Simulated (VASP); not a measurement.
Write the native input for VASP 6.6.1 that does the following.

```
Task                   : single point
Functional             : BLYP
Potentials or basis    : VASP PAW PBE potentials, release 64 (Ag)
Cutoff                 : 520 eV
k mesh                 : 14 × 14 × 4
Occupations            : fermi-dirac, width 0.1 eV
Spin                   : no spin polarisation
Dipole correction      : no
Further INCAR settings : ALGO = Normal; EDIFF = 1e-06; NBANDS = 30
```

The structure of Ag lies in POSCAR:

```
Ag
1.0
    2.9600325396      0.0000000000      0.0000000000
   -1.4800162698      2.5634633754      0.0000000000
    0.0000000000      0.0000000000      9.7679404062
Ag
4
Direct
    0.3333333333      0.6666666667      0.2500000000
    0.6666666667      0.3333333333      0.7500000000
    0.0000000000      1.0000000000      1.0000000000
    0.0000000000      1.0000000000      0.5000000000
```

This isn't the form of Ag at room conditions, which is fcc.

The input as run:

INCAR

```
SYSTEM = Ag
PREC = Accurate
ENCUT = 520
EDIFF = 1E-6
ISMEAR = -1
SIGMA = 0.1
LREAL = .FALSE.
LASPH = .TRUE.
NELM = 80
ALGO = Normal
ISIF = 2
LWAVE = .FALSE.
LCHARG = .FALSE.
GGA = B5
ALDAX = 1.0
AGGAX = 1.0
AGGAC = 1.0
ALDAC = 0.0
NBANDS = 30
```

KPOINTS

```
regular mesh
0
G
  14 14 4
  0 0 0
```

Potentials or basis: VASP PAW PBE potentials, release 64 (Ag).

The run is started by

```console
$ cat potpaw_PBE.64/Ag/POTCAR > POTCAR
$ mpirun -np 1 vasp_std > vasp.out
```

It gave:

* Pressure: 3.4 GPa
* Band gap on the k mesh: zero (bands 22 and 23 overlap by 5.90 eV)

Caveat: the cell stands under pressure; the PAW data sets were made with another functional, which shifts forces and pressure a little.

It took 110 s on 1 thread of AMD EPYC 9R45 96-Core Processor (Zen 5), on a shared host, peak memory 0.24 GiB.
